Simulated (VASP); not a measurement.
# K (P6_3/mmc) in VASP: a series of runs

Runs on K. Level: PBEsol. Tasks: single point, relaxation of cell and atoms.

Program: VASP 6.6.1. These are calculated values, not measurements. Logs are shortened: lines on timing, memory, paths and dates and some standing lists are left out, and cuts for length are marked.

**1. The cell of the first run**

The structure is hexagonal, space group P6_3/mmc (No. 194). The conventional cell has a = 4.658 Å, b = 4.658 Å, c = 15.148 Å, α = 90.00°, β = 90.00°, γ = 120.00°.

This isn't the form of K at room conditions, which is bcc.

**2. Single point, PBEsol**

Input file INCAR:

```
SYSTEM = K
ALGO     = Fast           ! electronic algorithm
EDIFF    = 1E-6           ! SCF threshold, eV
ENCUT    = 520            ! plane-wave cutoff, eV
GGA      = PS             ! functional
ISIF     = 2              ! what is computed and relaxed
ISMEAR   = 0              ! smearing method
LASPH    = .True.         ! aspherical terms in the spheres
LCHARG   = .False.        ! write CHGCAR
LREAL    = .False.        ! projectors in reciprocal space
LWAVE    = .False.        ! write WAVECAR
NBANDS   = 26             ! bands
NELM     = 80             ! most SCF steps
PREC     = Accurate       ! precision mode
SIGMA    = 0.1            ! smearing width, eV
```

Input file KPOINTS:

```
k-points
0
Gamma
  12 12 4
  0 0 0
```

Input file POSCAR:

```
K
1.0
    4.6578064530      0.0000000000      0.0000000000
   -2.3289032265      4.0337787142      0.0000000000
    0.0000000000      0.0000000000     15.1477736840
K
4
Direct
    0.0000000000      0.0000000000      0.0000000000
    0.3333333333      0.6666666667      0.7500000000
    0.0000000000      0.0000000000      0.5000000000
    0.6666666667      0.3333333333      0.2500000000
```

Potentials or basis: VASP PAW PBE potentials, release 64 (K_sv).

Started as:

```bash
cat potpaw_PBE.64/K_sv/POTCAR > POTCAR
mpirun -np 1 vasp_std > vasp.out
```

OUTCAR:

```text
SYSTEM = K
   EDIFF = 1E-6
   ENCUT = 520
   GGA = PS
   ISIF = 2
   ISMEAR = 0
   LASPH = .True.
   LREAL = .False.
   NELM = 80
   PREC = Accurate

 ion  position               nearest neighbor table
   1  0.000  0.000  0.000-
   2  0.333  0.667  0.750-
   3  0.000  0.000  0.500-
   4  0.667  0.333  0.250-

  LATTYP: Found a hexagonal cell.
 ALAT       =     4.6578064530
 C/A-ratio  =     3.2521260462

  Lattice vectors:

 A1 = (   4.6578064530,   0.0000000000,   0.0000000000)
 A2 = (  -2.3289032265,   4.0337787142,   0.0000000000)
 A3 = (   0.0000000000,   0.0000000000,  15.1477736840)

Analysis of symmetry for initial positions (statically):
=====================================================================
 Subroutine PRICEL returns:
 Original cell was already a primitive cell.

 Routine SETGRP: Setting up the symmetry group for a
 hexagonal supercell.

 Subroutine GETGRP returns: Found 24 space group operations
 (whereof 12 operations were pure point group operations)
 out of a pool of 24 trial point group operations.

The static configuration has the point symmetry D_3d.
 The point group associated with its full space group is D_6h.

Analysis of symmetry for dynamics (positions and initial velocities):
=====================================================================
 Subroutine PRICEL returns:
 Original cell was already a primitive cell.

 Routine SETGRP: Setting up the symmetry group for a
 hexagonal supercell.

 Subroutine GETGRP returns: Found 24 space group operations
 (whereof 12 operations were pure point group operations)
 out of a pool of 24 trial point group operations.

The dynamic configuration has the point symmetry D_3d.
 The point group associated with its full space group is D_6h.

 Subroutine INISYM returns: Found 24 space group operations
 (whereof 12 operations are pure point group operations),
 and found     1 'primitive' translations

----------------------------------------------------------------------------------------

                                     Primitive cell

  volume of cell :     284.6049

  direct lattice vectors                    reciprocal lattice vectors
     4.657806453  0.000000000  0.000000000     0.214693335  0.123953255  0.000000000
    -2.328903227  4.033778714  0.000000000     0.000000000  0.247906509  0.000000000
     0.000000000  0.000000000 15.147773684     0.000000000  0.000000000  0.066016302

  length of vectors
     4.657806453  4.657806453 15.147773684     0.247906509  0.247906509  0.066016302

  position of ions in fractional coordinates (direct lattice)
     0.000000000  0.000000000  0.000000000
     0.333333333  0.666666667  0.750000000
     0.000000000  0.000000000  0.500000000
     0.666666667  0.333333333  0.250000000

  ion indices of the primitive-cell ions
   primitive index   ion index
                 1           1
                 2           2
                 3           3
                 4           4

----------------------------------------------------------------------------------------

 KPOINTS: k-points

Automatic generation of k-mesh.
 Grid dimensions read from file:
 generate k-points for:   12   12    4

 Generating k-lattice:

  Cartesian coordinates                     Fractional coordinates (reciprocal lattice)
     0.017891111  0.010329438  0.000000000     0.083333333  0.000000000  0.000000000
     0.000000000  0.020658876  0.000000000     0.000000000  0.083333333  0.000000000
     0.000000000  0.000000000  0.016504075     0.000000000  0.000000000  0.250000000

  Length of vectors
     0.020658876  0.020658876  0.016504075

  Shift w.r.t. Gamma in fractional coordinates (k-lattice)
     0.000000000  0.000000000  0.000000000

 Subroutine IBZKPT returns following result:
 ===========================================

 Found     57 irreducible k-points:

 Following reciprocal coordinates:
            Coordinates               Weight
  0.000000  0.000000  0.000000      1.000000
  0.083333  0.000000  0.000000      6.000000
  0.166667  0.000000  0.000000      6.000000
  0.250000  0.000000  0.000000      6.000000
  0.333333 -0.000000  0.000000      6.000000
  0.416667  0.000000  0.000000      6.000000
[... 16 lines left out ...]
  0.250000  0.000000  0.250000     12.000000
  0.333333 -0.000000  0.250000     12.000000
 [... further k-points ...]
   k-points           NKPTS =     57   k-points in BZ     NKDIM =     57   number of bands    NBANDS=     26
   number of dos      NEDOS =    301   number of ions     NIONS =      4
   total plane-waves  NPLWV = 155520
   dimension x,y,z NGX =    36 NGY =   36 NGZ =  120
   dimension x,y,z NGXF=    72 NGYF=   72 NGZF=  240
   ions per type =               4
   NGX,Y,Z   is equivalent  to a cutoff of  12.85, 12.85, 13.17 a.u.
   NGXF,Y,Z  is equivalent  to a cutoff of  25.70, 25.70, 26.34 a.u.
 SYSTEM =  K
   PREC   = accura    normal or accurate (medium, high low for compatibility)
   ISTART =      0    job   : 0-new  1-cont  2-samecut
   ICHARG =      2    charge: 1-file 2-atom 10-const
   ISPIN  =      1    spin polarized calculation?
   LNONCOLLINEAR =      F non collinear calculations
   LSORBIT =      F    spin-orbit coupling
   LASPH  =      T    aspherical Exc in radial PAW
   ENCUT  =  520.0 eV  38.22 Ry    6.18 a.u.   8.66  8.66 28.16*2*pi/ulx,y,z
   NELM   =     80;   NELMIN=  2; NELMDL= -5     # of ELM steps
   EDIFF  = 0.1E-05   stopping-criterion for ELM
   LREAL  =      F    real-space projection
   EDIFFG = 0.1E-04   stopping-criterion for IOM
   NSW    =      0    number of steps for IOM
   IBRION =     -1    ionic relax: 0-MD 1-quasi-New 2-CG
   NFREE  =      0    steps in history (QN), initial steepest desc. (CG)
   ISIF   =      2    stress and relaxation
   ISYM   =      2    0-nonsym 1-usesym 2-fastsym
   POTIM  = 0.5000    time-step for ionic-motion
   TEBEG  =    0.0;   TEEND  =   0.0 temperature during run
   PSTRESS=    0.0 pullay stress
   NELECT =      36.0000    total number of electrons
   NUPDOWN=      -1.0000    fix difference up-down
   EMIN   =  10.00;   EMAX   =-10.00  energy-range for DOS
   EFERMI =   0.00;   METHOD = LEGACY
   ISMEAR =     0;   SIGMA  =   0.10  broadening in eV -4-tet -1-fermi 0-gaus
   EFERMI_NEDOS =   21; number of points for ismear=-14 and -15
   IALGO  =     68    algorithm
   IMIX   =      4    mixing-type and parameters
     AMIX     =   0.40;   BMIX     =  1.00
     AMIX_MAG =   1.60;   BMIX_MAG =  1.00
  volume/ion in A,a.u.               =      71.15       480.15
  Fermi-wavevector in a.u.,A,eV,Ry     =   0.821791  1.552960  9.188572  0.675341
  Thomas-Fermi vector in A             =   1.933013
   LORBIT       =      0    0 simple, 1 ext, 2 COOP (PROOUT), +10 PAW based schemes
   GGA     = PS    functional components
   LHFCALC =     F    Hartree Fock is set to
   AEXX    =    0.0000 exact exchange contribution
   IVDW    =     0    specifies the selected vdW correction
   LEPSILON=     F    determine dielectric tensor
   LRPA    =     F    only Hartree local field effects (RPA)
 non-spin polarized calculation
 RMM-DIIS sequential band-by-band and
 Gauss-broadening in eV      SIGMA  =   0.10
  energy-cutoff  :      520.00
  volume of cell :      284.60
 maximum number of plane-waves:      7693
 NGX is ok and might be reduce to    36
   NGX = 17   NGY = 17   NGZ = 57

 number of electron      35.9999998 magnetization

 Free energy of the ion-electron system (eV)
  ---------------------------------------------------
  ext. energy  EPLUGINS =         0.00000000
  ---------------------------------------------------
  free energy    TOTEN  =        -4.54519797 eV

  energy without entropy =       -4.53229862  energy(sigma->0) =       -4.53874830

 E-fermi :  -0.0962     XC(G=0):  -5.7791

 val. band max:       -0.1024874493   @ k =   0.2500   0.2500   0.2500
 cond. band min:      -0.0636339668   @ k =   0.4167   0.0833   0.5000
 fundamental gap:      0.0388534825
 Fermi energy:        -0.0962499059

 k-point     1 :       0.0000    0.0000    0.0000
  band No.  band energies     occupation
      1     -32.0631      2.00000
      2     -32.0611      2.00000
      3     -32.0606      2.00000
      4     -32.0585      2.00000
      5     -15.6484      2.00000
      6     -15.6107      2.00000
[... 18 lines left out ...]
     25       3.9888      0.00000
     26       4.0634      0.00000

 k-point     2 :       0.0833    0.0000    0.0000
  band No.  band energies     occupation
      1     -32.0629      2.00000
      2     -32.0609      2.00000
      3     -32.0604      2.00000
      4     -32.0584      2.00000
      5     -15.6467      2.00000
      6     -15.6112      2.00000
[... 18 lines left out ...]
     25       3.8423      0.00000
     26       3.9744      0.00000

 k-point     3 :       0.1667    0.0000    0.0000
  band No.  band energies     occupation
      1     -32.0621      2.00000
      2     -32.0604      2.00000
      3     -32.0598      2.00000
      4     -32.0581      2.00000
      5     -15.6419      2.00000
      6     -15.6137      2.00000
[... 18 lines left out ...]
     25       3.3123      0.00000
     26       3.3336      0.00000

 k-point     4 :       0.2500    0.0000    0.0000
  band No.  band energies     occupation
      1     -32.0611      2.00000
      2     -32.0596      2.00000
      3     -32.0591      2.00000
      4     -32.0577      2.00000
      5     -15.6350      2.00000
      6     -15.6214      2.00000
[... 18 lines left out ...]
     25       2.8861      0.00000
     26       2.8954      0.00000
[... 496 lines left out ...]
      1     -32.0620      2.00000
      2     -32.0609      2.00000
      3     -32.0593      2.00000
      4     -32.0582      2.00000
      5     -15.6397      2.00000
      6     -15.6243      2.00000
[... 18 lines left out ...]
     25       3.2713      0.00000
     26       3.4525      0.00000

 k-point    23 :       0.2500    0.0000    0.2500
  band No.  band energies     occupation
      1     -32.0610      2.00000
      2     -32.0601      2.00000
      3     -32.0587      2.00000
      4     -32.0578      2.00000
      5     -15.6340      2.00000
      6     -15.6265      2.00000
[... 18 lines left out ...]
     25       2.8258      0.00000
     26       3.0605      0.00000

 k-point    24 :       0.3333   -0.0000    0.2500
  band No.  band energies     occupation
      1     -32.0599      2.00000
      2     -32.0592      2.00000
      3     -32.0581      2.00000
      4     -32.0574      2.00000
      5     -15.6350      2.00000
      6     -15.6299      2.00000
[... 18 lines left out ...]
     25       2.5480      0.00000
     26       2.6720      0.00000

 [... further k-points ...]
[... 5 lines left out ...]
  --------------------------------------------------------------------------------------
  -------------------------------------------------------------------------------------
  Total       -0.0136380     -0.0136380     -0.0373620      0.0000000     -0.0000000      0.0000000
  in kB       -0.0767748     -0.0767748     -0.2103285      0.0000000     -0.0000000      0.0000000
  external PRESSURE =      -0.1212927 kB  Pullay stress =       0.0000000 kB

 VOLUME and BASIS-vectors are now :
 -----------------------------------------------------------------------------
  energy-cutoff  :      520.00
  volume of cell :      284.60
      direct lattice vectors                 reciprocal lattice vectors
     4.657806453  0.000000000  0.000000000     0.214693335  0.123953255  0.000000000
    -2.328903227  4.033778714  0.000000000     0.000000000  0.247906509  0.000000000
     0.000000000  0.000000000 15.147773684     0.000000000  0.000000000  0.066016302

 POSITION                                       TOTAL-FORCE (eV/Angst)
 -----------------------------------------------------------------------------------
      0.00000      0.00000      0.00000        -0.000000      0.000000      0.000000
     -0.00000      2.68919     11.36083         0.000000      0.000000      0.000000
      0.00000      0.00000      7.57389        -0.000000      0.000000      0.000000
      2.32890      1.34459      3.78694         0.000000      0.000000     -0.000000
 -----------------------------------------------------------------------------------
    total drift:                               -0.000000      0.000000     -0.000000

  FREE ENERGIE OF THE ION-ELECTRON SYSTEM (eV)
  ---------------------------------------------------
  free  energy   TOTEN  =        -4.5451979701 eV

  energy  without entropy=       -4.5322986240  energy(sigma->0) =       -4.53874830
```

Wall time 5.2 min (1 thread of Intel Xeon 6975P-C (Granite Rapids), shared host); peak memory 0.57 GiB.

What came out:

| Item | Value |
| --- | --- |
| Free energy | -4.5452 eV |
| Pressure | 0.0 GPa |
| Band gap on the k mesh | zero (bands 18 and 19 overlap by 2.36 eV) |

Caveat: the PAW data sets were made with another functional, which shifts forces and pressure a little.

(Continued in part 2 of 2.)

The gap in the log of VASP goes by the Fermi energy; the results here count the filled bands.